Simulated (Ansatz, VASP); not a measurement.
# Two plane-wave programs on Zr2Ge2W

```
Zr Ge W
1.0
     4.97259    0.00000    0.00000
    -2.48630    4.30639    0.00000
     0.00000    0.00000    5.48576
Zr Ge W
2 2 1
Direct
  0.33333 0.66667 0.00000
  0.66667 0.33333 0.00000
  0.33333 0.66667 0.50000
  0.66667 0.33333 0.50000
  0.00000 0.00000 0.00000
```

Alike in both runs: functional PBE; k mesh 6 × 6 × 4; occupations gaussian, width 0.1 eV; no spin polarisation.

Ansatz relaxed the structure, and its values are those at the end. VASP's run is a single point on that final structure, the one shown.

|  | VASP | Ansatz |
| --- | --- | --- |
| version | VASP 6.6.1 | Ansatz 0.2.0 |
| potentials or method | VASP PAW PBE potentials, release 64 (Zr_sv, Ge_d, W_sv), cutoff 520 eV | scalar-relativistic, plane waves, PAW |
| valence electrons in the cell | 66 | 66 |

|  | VASP | Ansatz | Ansatz less VASP |
| --- | --- | --- | --- |
| gap on the k mesh at the Fermi level (eV) | none | none | - |
| pressure (GPa) | 0.0 | 0.0 | -0.05 |

A gap of «none» marks a metal or a gap that the smearing closes.

Neither program's run includes spin-orbit coupling.
